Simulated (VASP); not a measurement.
Wanted: the native input for a VASP 6.6.1 run.

```yaml
Task: single point
Functional: PBE
Potentials_or_basis: VASP PAW PBE potentials, release 64 (Li_sv, I, H)
Cutoff: 520 eV
k_mesh: 3 × 3 × 3
Occupations: fermi-dirac, width 0.01 eV
Spin: no spin polarisation
Dipole_correction: no
Further_INCAR_settings: LREAL = Auto; ALGO = Normal; EDIFF = 1e-06; NBANDS = 90
```

The structure of Li27H26I (a cell with a defect) lies in POSCAR:

```
Li27H26I
1.0
    0.0000000000      6.0258581757      6.0258581757
    6.0258581757      0.0000000000      6.0258581757
    6.0258581757      6.0258581757      0.0000000000
Li I H
27 1 26
Direct
   -0.0005277226     -0.0005277226     -0.0005277226
   -0.0319338176     -0.0319338176      0.3652671510
   -0.0005277226     -0.0005277226      0.6682498346
   -0.0319338176      0.3652671510     -0.0319338176
   -0.0319338176      0.3652671510      0.3652671510
    0.0015933962      0.3317399372      0.6666666667
   -0.0005277226      0.6682498346     -0.0005277226
    0.0015933962      0.6666666667      0.3317399372
    0.0015933962      0.6666666667      0.6666666667
    0.3652671510     -0.0319338176     -0.0319338176
    0.3652671510     -0.0319338176      0.3652671510
    0.3317399372      0.0015933962      0.6666666667
    0.3652671510      0.3652671510     -0.0319338176
    0.3338610560      0.3338610560      0.3338610560
    0.3338610560      0.3338610560      0.6650834988
    0.3317399372      0.6666666667      0.0015933962
    0.3338610560      0.6650834988      0.3338610560
    0.3317399372      0.6666666667      0.6666666667
    0.6682498346     -0.0005277226     -0.0005277226
    0.6666666667      0.0015933962      0.3317399372
    0.6666666667      0.0015933962      0.6666666667
    0.6666666667      0.3317399372      0.0015933962
    0.6650834988      0.3338610560      0.3338610560
    0.6666666667      0.3317399372      0.6666666667
    0.6666666667      0.6666666667      0.0015933962
    0.6666666667      0.6666666667      0.3317399372
    0.6666666667      0.6666666667      0.6666666667
    0.1666666667      0.1666666667      0.1666666667
    0.1666666667      0.1666666667      0.5142666928
    0.1666666667      0.1666666667      0.8190666405
    0.1666666667      0.5142666928      0.1666666667
    0.1646712773      0.5006651298      0.5006651298
    0.1666666667      0.5142666928      0.8190666405
    0.1666666667      0.8190666405      0.1666666667
    0.1666666667      0.8190666405      0.5142666928
    0.1686620561      0.8326682035      0.8326682035
    0.5142666928      0.1666666667      0.1666666667
    0.5006651298      0.1646712773      0.5006651298
    0.5142666928      0.1666666667      0.8190666405
    0.5006651298      0.5006651298      0.1646712773
    0.5006651298      0.5006651298      0.5006651298
    0.5090371740      0.5090371740      0.8242961594
    0.5142666928      0.8190666405      0.1666666667
    0.5090371740      0.8242961594      0.5090371740
    0.5090371740      0.8242961594      0.8242961594
    0.8190666405      0.1666666667      0.1666666667
    0.8190666405      0.1666666667      0.5142666928
    0.8326682035      0.1686620561      0.8326682035
    0.8190666405      0.5142666928      0.1666666667
    0.8242961594      0.5090371740      0.5090371740
    0.8242961594      0.5090371740      0.8242961594
    0.8326682035      0.8326682035      0.1686620561
    0.8242961594      0.8242961594      0.5090371740
    0.8326682035      0.8326682035      0.8326682035
```

One way to write it, as run:

INCAR

```
SYSTEM = Li27H26I
PREC = Accurate
ENCUT = 520
EDIFF = 1E-6
ISMEAR = -1
SIGMA = 0.01
LREAL = Auto
LASPH = .TRUE.
NELM = 80
ALGO = Normal
ISIF = 2
LWAVE = .FALSE.
LCHARG = .FALSE.
GGA = PE
NBANDS = 90
```

KPOINTS

```
Automatic mesh
0
G
  3 3 3
  0 0 0
```

Potentials or basis: VASP PAW PBE potentials, release 64 (Li_sv, I, H).

Command:

```sh
$ cat potpaw_PBE.64/Li_sv/POTCAR potpaw_PBE.64/I/POTCAR potpaw_PBE.64/H/POTCAR > POTCAR
$ mpirun -np 1 vasp_std > vasp.out
```

Results of the run:

| Quantity | Value |
| --- | --- |
| Largest force | 0.009 eV/Å |
| Band gap on the k mesh | 3.47 eV |

Caveat: spin-orbit coupling is left out, which moves the levels of the heavy elements.

It took 10 min on 1 thread of Oxide Virtual Turin-like Processor, with other jobs on the host, peak memory 0.56 GiB.
